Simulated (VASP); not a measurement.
# CdS (P6_3mc) in VASP: notebook

Runs on CdS. Level: PBE. Tasks: electric field gradients.

Program: VASP 6.6.1. These are calculated values, not measurements. Logs are shortened: lines on timing, memory, paths and dates and some standing lists are left out, and cuts for length are marked.

## (1) The cell of the first run

The structure is hexagonal, space group P6_3mc (No. 186). Conventional cell: a = 4.121 Å, b = 4.121 Å, c = 6.726 Å, α = 90.00°, β = 90.00°, γ = 120.00°. Cd (site symmetry 3m) has 4 S at 2.50 to 2.59 Å within 3.3 Å. S (site symmetry 3m) has 4 Cd at 2.50 to 2.59 Å within 3.3 Å.

## (2) Electric field gradients, PBE (volume scaled by 0.99)

Input file INCAR:

```
SYSTEM = CdS
  ALGO = Normal
  EDIFF = 1E-8
  ENCUT = 520
  GGA = PE
  ISIF = 2
  ISMEAR = -1
  LASPH = .TRUE.
  LCHARG = .FALSE.
  LEFG = .TRUE.
  LREAL = .FALSE.
  LWAVE = .FALSE.
  NBANDS = 26
  NELM = 80
  PREC = Accurate
  SIGMA = 0.01
```

Input file KPOINTS:

```
k-points
0
G
  7 7 4
  0 0 0
```

Input file POSCAR:

```
CdS
1.0
    4.1209703402      0.0000000000      0.0000000000
   -2.0604851701      3.5688650029      0.0000000000
    0.0000000000      0.0000000000      6.7264279250
Cd S
2 2
Direct
    0.3333333333      0.6666666667      0.0000000000
    0.6666666667      0.3333333333      0.5000000000
    0.3333333333      0.6666666667      0.3850000000
    0.6666666667      0.3333333333      0.8850000000
```

Potentials or basis: VASP PAW PBE potentials, release 64 (Cd, S).

The run is started by

```
$ cat potpaw_PBE.64/Cd/POTCAR potpaw_PBE.64/S/POTCAR > POTCAR
$ mpirun -np 1 vasp_std > vasp.out
```

OUTCAR:

```text
SYSTEM = CdS
   EDIFF = 1E-8
   ENCUT = 520
   GGA = PE
   ISIF = 2
   ISMEAR = -1
   LASPH = .TRUE.
   LREAL = .FALSE.
   NELM = 80
   PREC = Accurate

 ion  position               nearest neighbor table
   1  0.333  0.667  0.000-   4 2.50   4 2.50   4 2.50   3 2.59
   2  0.667  0.333  0.500-   3 2.50   3 2.50   3 2.50   4 2.59
   3  0.333  0.667  0.385-   2 2.50   2 2.50   2 2.50   1 2.59
   4  0.667  0.333  0.885-   1 2.50   1 2.50   1 2.50   2 2.59

  LATTYP: Found a hexagonal cell.
 ALAT       =     4.1209703402
 C/A-ratio  =     1.6322437120

  Lattice vectors:

 A1 = (   4.1209703402,   0.0000000000,   0.0000000000)
 A2 = (  -2.0604851701,   3.5688650029,   0.0000000000)
 A3 = (   0.0000000000,   0.0000000000,   6.7264279250)

Analysis of symmetry for initial positions (statically):
=====================================================================
 Subroutine PRICEL returns:
 Original cell was already a primitive cell.

 Routine SETGRP: Setting up the symmetry group for a
 hexagonal supercell.

 Subroutine GETGRP returns: Found 12 space group operations
 (whereof  6 operations were pure point group operations)
 out of a pool of 24 trial point group operations.

The static configuration has the point symmetry C_3v.
 The point group associated with its full space group is C_6v.

Analysis of symmetry for dynamics (positions and initial velocities):
=====================================================================
 Subroutine PRICEL returns:
 Original cell was already a primitive cell.

 Routine SETGRP: Setting up the symmetry group for a
 hexagonal supercell.

 Subroutine GETGRP returns: Found 12 space group operations
 (whereof  6 operations were pure point group operations)
 out of a pool of 24 trial point group operations.

The dynamic configuration has the point symmetry C_3v.
 The point group associated with its full space group is C_6v.

 Subroutine INISYM returns: Found 12 space group operations
 (whereof  6 operations are pure point group operations),
 and found     1 'primitive' translations

----------------------------------------------------------------------------------------

                                     Primitive cell

  volume of cell :      98.9268

  direct lattice vectors                    reciprocal lattice vectors
     4.120970340  0.000000000  0.000000000     0.242661295  0.140100564  0.000000000
    -2.060485170  3.568865003  0.000000000     0.000000000  0.280201128  0.000000000
     0.000000000  0.000000000  6.726427925     0.000000000  0.000000000  0.148667318

  length of vectors
     4.120970340  4.120970340  6.726427925     0.280201128  0.280201128  0.148667318

  position of ions in fractional coordinates (direct lattice)
     0.333333333  0.666666667  0.000000000
     0.666666667  0.333333333  0.500000000
     0.333333333  0.666666667  0.385000000
     0.666666667  0.333333333  0.885000000

  ion indices of the primitive-cell ions
   primitive index   ion index
                 1           1
                 2           2
                 3           3
                 4           4

----------------------------------------------------------------------------------------

 KPOINTS: k-points

Automatic generation of k-mesh.
 Grid dimensions read from file:
 generate k-points for:    7    7    4

 Generating k-lattice:

  Cartesian coordinates                     Fractional coordinates (reciprocal lattice)
     0.034665899  0.020014366  0.000000000     0.142857143  0.000000000  0.000000000
     0.000000000  0.040028733  0.000000000     0.000000000  0.142857143  0.000000000
     0.000000000  0.000000000  0.037166830     0.000000000  0.000000000  0.250000000

  Length of vectors
     0.040028733  0.040028733  0.037166830

  Shift w.r.t. Gamma in fractional coordinates (k-lattice)
     0.000000000  0.000000000  0.000000000

 Subroutine IBZKPT returns following result:
 ===========================================

 Found     24 irreducible k-points:

 Following reciprocal coordinates:
            Coordinates               Weight
  0.000000  0.000000  0.000000      1.000000
  0.142857  0.000000  0.000000      6.000000
  0.285714 -0.000000  0.000000      6.000000
  0.428571  0.000000  0.000000      6.000000
  0.142857  0.142857  0.000000      6.000000
  0.285714  0.142857  0.000000     12.000000
[... 16 lines left out ...]
  0.428571  0.142857  0.500000      6.000000
  0.285714  0.285714  0.500000      6.000000
   k-points           NKPTS =     24   k-points in BZ     NKDIM =     24   number of bands    NBANDS=     26
   number of dos      NEDOS =    301   number of ions     NIONS =      4
   total plane-waves  NPLWV =  51200
   dimension x,y,z NGX =    32 NGY =   32 NGZ =   50
   dimension x,y,z NGXF=    64 NGYF=   64 NGZF=  100
   ions per type =               2   2
   NGX,Y,Z   is equivalent  to a cutoff of  12.91, 12.91, 12.36 a.u.
   NGXF,Y,Z  is equivalent  to a cutoff of  25.82, 25.82, 24.72 a.u.
 SYSTEM =  CdS
   PREC   = accura    normal or accurate (medium, high low for compatibility)
   ISTART =      0    job   : 0-new  1-cont  2-samecut
   ICHARG =      2    charge: 1-file 2-atom 10-const
   ISPIN  =      1    spin polarized calculation?
   LNONCOLLINEAR =      F non collinear calculations
   LSORBIT =      F    spin-orbit coupling
   LASPH  =      T    aspherical Exc in radial PAW
   ENCUT  =  520.0 eV  38.22 Ry    6.18 a.u.   7.66  7.66 12.51*2*pi/ulx,y,z
   NELM   =     80;   NELMIN=  2; NELMDL= -5     # of ELM steps
   EDIFF  = 0.1E-07   stopping-criterion for ELM
   LREAL  =      F    real-space projection
   EDIFFG = 0.1E-06   stopping-criterion for IOM
   NSW    =      0    number of steps for IOM
   IBRION =     -1    ionic relax: 0-MD 1-quasi-New 2-CG
   NFREE  =      0    steps in history (QN), initial steepest desc. (CG)
   ISIF   =      2    stress and relaxation
   ISYM   =      2    0-nonsym 1-usesym 2-fastsym
   POTIM  = 0.5000    time-step for ionic-motion
   TEBEG  =    0.0;   TEEND  =   0.0 temperature during run
   PSTRESS=    0.0 pullay stress
   NELECT =      36.0000    total number of electrons
   NUPDOWN=      -1.0000    fix difference up-down
   EMIN   =  10.00;   EMAX   =-10.00  energy-range for DOS
   EFERMI =   0.00;   METHOD = LEGACY
   ISMEAR =    -1;   SIGMA  =   0.01  broadening in eV -4-tet -1-fermi 0-gaus
   EFERMI_NEDOS =   21; number of points for ismear=-14 and -15
   IALGO  =     38    algorithm
   IMIX   =      4    mixing-type and parameters
     AMIX     =   0.40;   BMIX     =  1.00
     AMIX_MAG =   1.60;   BMIX_MAG =  1.00
  volume/ion in A,a.u.               =      24.73       166.90
  Fermi-wavevector in a.u.,A,eV,Ry     =   1.168793  2.208699 18.586609  1.366077
  Thomas-Fermi vector in A             =   2.305275
   LORBIT       =      0    0 simple, 1 ext, 2 COOP (PROOUT), +10 PAW based schemes
   GGA     = PE    functional components
[... 5 lines left out ...]
 non-spin polarized calculation
  energy-cutoff  :      520.00
  volume of cell :       98.93
 maximum number of plane-waves:      2683
 NGX is ok and might be reduce to    32
   NGX = 15   NGY = 15   NGZ = 25

 number of electron      35.9999993 magnetization

 Free energy of the ion-electron system (eV)
  ---------------------------------------------------
  ext. energy  EPLUGINS =         0.00000000
  ---------------------------------------------------
  free energy    TOTEN  =       -12.22114770 eV

  energy without entropy =      -12.22114770  energy(sigma->0) =      -12.22114770

 E-fermi :   1.5704     XC(G=0):  -9.1564

 val. band max:        1.3350705785   @ k =   0.0000   0.0000   0.0000
 cond. band min:       2.5872881641   @ k =   0.0000   0.0000   0.0000
 fundamental gap:      1.2522175856
 Fermi energy:         1.5704254733

 k-point     1 :       0.0000    0.0000    0.0000
  band No.  band energies     occupation
      1     -11.0594      2.00000
      2     -10.6395      2.00000
      3      -6.4041      2.00000
      4      -6.4041      2.00000
      5      -6.3333      2.00000
      6      -6.3333      2.00000
[... 18 lines left out ...]
     25       8.8868      0.00000
     26       9.0426      0.00000
[... 644 lines left out ...]
      4      -6.1887      2.00000
      5      -6.1652      2.00000
      6      -6.1652      2.00000
[... 18 lines left out ...]
     25      10.0539      0.00000
     26      10.0539      0.00000

------------------------ aborting loop because EDIFF is reached ----------------------------------------

  FORCE on cell =-STRESS in cart. coord.  units (eV):
  Direction    XX          YY          ZZ          XY          YZ          ZX
  --------------------------------------------------------------------------------------
  -------------------------------------------------------------------------------------
  Total        2.7062800      2.7062800      1.1824397      0.0000000      0.0000000      0.0000000
  in kB       43.8297715     43.8297715     19.1502948      0.0000000      0.0000000      0.0000000
  external PRESSURE =      35.6032793 kB  Pullay stress =       0.0000000 kB

 VOLUME and BASIS-vectors are now :
 -----------------------------------------------------------------------------
  energy-cutoff  :      520.00
  volume of cell :       98.93
      direct lattice vectors                 reciprocal lattice vectors
     4.120970340  0.000000000  0.000000000     0.242661295  0.140100564  0.000000000
    -2.060485170  3.568865003  0.000000000     0.000000000  0.280201128  0.000000000
     0.000000000  0.000000000  6.726427925     0.000000000  0.000000000  0.148667318

 POSITION                                       TOTAL-FORCE (eV/Angst)
 -----------------------------------------------------------------------------------
     -0.00000      2.37924      0.00000         0.000000     -0.000000      0.279377
      2.06049      1.18962      3.36321        -0.000000      0.000000      0.279377
     -0.00000      2.37924      2.58967         0.000000     -0.000000     -0.279377
      2.06049      1.18962      5.95289        -0.000000      0.000000     -0.279377
 -----------------------------------------------------------------------------------
    total drift:                               -0.000000     -0.000000     -0.000734

  FREE ENERGIE OF THE ION-ELECTRON SYSTEM (eV)
  ---------------------------------------------------
  free  energy   TOTEN  =       -12.2211477046 eV

  energy  without entropy=      -12.2211477046  energy(sigma->0) =      -12.22114770

 Electric field gradients (V/A^2)
---------------------------------------------------------------------
 ion       V_xx      V_yy      V_zz      V_xy      V_xz      V_yz
---------------------------------------------------------------------
   1     -17.914   -17.914    35.828    -0.000    -0.000     0.000
   2     -17.914   -17.914    35.828    -0.000     0.000    -0.000
   3       3.277     3.278    -6.555     0.000    -0.000     0.000
   4       3.277     3.278    -6.555     0.000     0.000    -0.000
---------------------------------------------------------------------

 Electric field gradients after diagonalization (V/A^2)
 (convention: |V_zz| > |V_xx| > |V_yy|)
----------------------------------------------------------------------
 ion       V_xx      V_yy      V_zz     asymmetry (V_yy - V_xx)/ V_zz
----------------------------------------------------------------------
   1     -17.915   -17.914    35.828       0.000
   2     -17.915   -17.914    35.828       0.000
   3       3.278     3.277    -6.555       0.000
   4       3.278     3.277    -6.555       0.000
----------------------------------------------------------------------

           NMR quadrupolar parameters

 Cq : quadrupolar parameter    Cq=e*Q*V_zz/h
 eta: asymmetry parameters     (V_yy - V_xx)/ V_zz
 Q  : nuclear electric quadrupole moment in mb (millibarn)
----------------------------------------------------------------------
 ion       Cq(MHz)       eta       Q (mb)
----------------------------------------------------------------------
   1       0.087       0.000       1.000
   2       0.087       0.000       1.000
   3      -0.016       0.000       1.000
   4      -0.016       0.000       1.000
----------------------------------------------------------------------
```

Wall time 30 s (1 thread of Intel Xeon 6975P-C (Granite Rapids), shared host); peak memory 0.23 GiB.

Results:

| Item | Value |
| --- | --- |
| Free energy | -12.2211 eV |
| Pressure | 3.6 GPa |
| Largest force | 0.279 eV/Å |
| Band gap on the k mesh | 1.25 eV, direct |

Forces on the atoms (eV/Å):
```
Cd   0.000  0.000  0.279
Cd   0.000  0.000  0.279
S    0.000  0.000 -0.279
S    0.000  0.000 -0.279
```

Electric field gradients, principal values (V/Å²):
```tsv
atom	least	middle	greatest (by size)
1 Cd	-17.914	-17.915	35.828
2 Cd	-17.914	-17.915	35.828
3 S	3.277	3.278	-6.555
4 S	3.277	3.278	-6.555
```

Caveat: without QUAD_EFG the Cq values of the log hold for a quadrupole moment of 1 mb, not for the nuclei.

## (3) Electric field gradients, PBE (volume scaled by 1.02)

Input file INCAR:

```
SYSTEM = CdS
PREC     = Accurate       ! precision mode
ENCUT    = 520            ! plane-wave cutoff, eV
EDIFF    = 1E-8           ! SCF threshold, eV
ISMEAR   = -1             ! smearing method
SIGMA    = 0.01           ! smearing width, eV
LREAL    = .False.        ! projectors in reciprocal space
LASPH    = .True.         ! aspherical terms in the spheres
NELM     = 60             ! most SCF steps
ALGO     = Normal         ! electronic algorithm
ISIF     = 2              ! what is computed and relaxed
LWAVE    = .False.        ! write WAVECAR
LCHARG   = .False.        ! write CHGCAR
GGA      = PE             ! functional
LEFG     = .True.       
NBANDS   = 26             ! bands
```

Input file KPOINTS:

```
regular mesh
0
Gamma
  7 7 4
  0 0 0
```

Input file POSCAR:

```
CdS
1.0
    4.1621827776      0.0000000000      0.0000000000
   -2.0810913888      3.6045560206      0.0000000000
    0.0000000000      0.0000000000      6.7936966668
Cd S
2 2
Direct
    0.3333333333      0.6666666667      0.0000000000
    0.6666666667      0.3333333333      0.5000000000
    0.3333333333      0.6666666667      0.3850000000
    0.6666666667      0.3333333333      0.8850000000
```

Potentials or basis: VASP PAW PBE potentials, release 64 (Cd, S).

The run is started by

```
$ cat potpaw_PBE.64/Cd/POTCAR potpaw_PBE.64/S/POTCAR > POTCAR
$ mpirun -np 1 vasp_std > vasp.out
```

OUTCAR:

```text
SYSTEM = CdS
   PREC = Accurate
   ENCUT = 520
   EDIFF = 1E-8
   ISMEAR = -1
   LREAL = .False.
   LASPH = .True.
   NELM = 60
   ISIF = 2
   GGA = PE

 ion  position               nearest neighbor table
   1  0.333  0.667  0.000-   4 2.53   4 2.53   4 2.53   3 2.62
   2  0.667  0.333  0.500-   3 2.53   3 2.53   3 2.53   4 2.62
   3  0.333  0.667  0.385-   2 2.53   2 2.53   2 2.53   1 2.62
   4  0.667  0.333  0.885-   1 2.53   1 2.53   1 2.53   2 2.62

  LATTYP: Found a hexagonal cell.
 ALAT       =     4.1621827776
 C/A-ratio  =     1.6322437120

  Lattice vectors:

 A1 = (   4.1621827776,   0.0000000000,   0.0000000000)
 A2 = (  -2.0810913888,   3.6045560206,   0.0000000000)
 A3 = (   0.0000000000,   0.0000000000,   6.7936966668)

Analysis of symmetry for initial positions (statically):
=====================================================================
 Subroutine PRICEL returns:
 Original cell was already a primitive cell.

 Routine SETGRP: Setting up the symmetry group for a
 hexagonal supercell.

 Subroutine GETGRP returns: Found 12 space group operations
[... 894 lines left out ...]
     -0.00000      2.40304      0.00000        -0.000000      0.000000      0.248772
      2.08109      1.20152      3.39685         0.000000     -0.000000      0.248772
     -0.00000      2.40304      2.61557         0.000000      0.000000     -0.248772
      2.08109      1.20152      6.01242        -0.000000      0.000000     -0.248772
 -----------------------------------------------------------------------------------
    total drift:                               -0.000000     -0.000000     -0.000342

  FREE ENERGIE OF THE ION-ELECTRON SYSTEM (eV)
  ---------------------------------------------------
  free  energy   TOTEN  =       -12.2696651696 eV

  energy  without entropy=      -12.2696651696  energy(sigma->0) =      -12.26966517

 Electric field gradients (V/A^2)
---------------------------------------------------------------------
 ion       V_xx      V_yy      V_zz      V_xy      V_xz      V_yz
---------------------------------------------------------------------
   1     -17.200   -17.199    34.399     0.001     0.000    -0.000
   2     -17.200   -17.199    34.399     0.001    -0.000     0.000
   3       3.541     3.542    -7.083     0.000    -0.000     0.000
   4       3.541     3.542    -7.083     0.000     0.000    -0.000
---------------------------------------------------------------------

 Electric field gradients after diagonalization (V/A^2)
 (convention: |V_zz| > |V_xx| > |V_yy|)
----------------------------------------------------------------------
 ion       V_xx      V_yy      V_zz     asymmetry (V_yy - V_xx)/ V_zz
----------------------------------------------------------------------
   1     -17.200   -17.199    34.399       0.000
   2     -17.200   -17.199    34.399       0.000
   3       3.542     3.541    -7.083       0.000
   4       3.542     3.541    -7.083       0.000
----------------------------------------------------------------------

           NMR quadrupolar parameters

 Cq : quadrupolar parameter    Cq=e*Q*V_zz/h
 eta: asymmetry parameters     (V_yy - V_xx)/ V_zz
 Q  : nuclear electric quadrupole moment in mb (millibarn)
----------------------------------------------------------------------
 ion       Cq(MHz)       eta       Q (mb)
----------------------------------------------------------------------
   1       0.083       0.000       1.000
   2       0.083       0.000       1.000
   3      -0.017       0.000       1.000
   4      -0.017       0.000       1.000
----------------------------------------------------------------------
```

stdout:

```text
POSCAR found type information on POSCAR CdS
 POSCAR found :  2 types and       4 ions
 scaLAPACK will be used
 LDA part: xc-table for (Slater+PW92), standard interpolation
 POSCAR, INCAR and KPOINTS ok, starting setup
 FFT: planning ... GRIDC
 FFT: planning ... GRID_SOFT
 FFT: planning ... GRID
 WAVECAR not read
 entering main loop
ion   1

ion   2

ion   3

ion   4
```

Wall time 28 s (1 thread of Intel Xeon 6975P-C (Granite Rapids), shared host); peak memory 0.24 GiB.

What came out:

| Item | Value |
| --- | --- |
| Free energy | -12.2697 eV |
| Pressure | 1.6 GPa |
| Largest force | 0.249 eV/Å |
| Band gap on the k mesh | 1.18 eV, direct |

Forces on the atoms (eV/Å):
```
Cd   0.000  0.000  0.249
Cd   0.000  0.000  0.249
S    0.000  0.000 -0.249
S    0.000  0.000 -0.249
```

Levels at points of the mesh, in eV from the valence-band top:
| k point | band 15 | band 16 | band 17 | band 18 | band 19 | band 20 | band 21 | band 22 |
| --- | --- | --- | --- | --- | --- | --- | --- | --- |
| (0.00, 0.00, 0.00) | -0.67 | -0.03 | 0.00 | 0.00 | 1.18 | 2.70 | 6.49 | 6.49 |
| (0.00, 0.00, 0.50) | -0.35 | -0.35 | -0.35 | -0.35 | 2.78 | 2.78 | 6.12 | 6.12 |

Electric field gradients, principal values (V/Å²):
| atom | least | middle | greatest (by size) |
| --- | --- | --- | --- |
| 1 Cd | -17.199 | -17.200 | 34.399 |
| 2 Cd | -17.199 | -17.200 | 34.399 |
| 3 S | 3.541 | 3.542 | -7.083 |
| 4 S | 3.541 | 3.542 | -7.083 |

Caveat: without QUAD_EFG the Cq values of the log hold for a quadrupole moment of 1 mb, not for the nuclei.

[end of part 1 of 3]
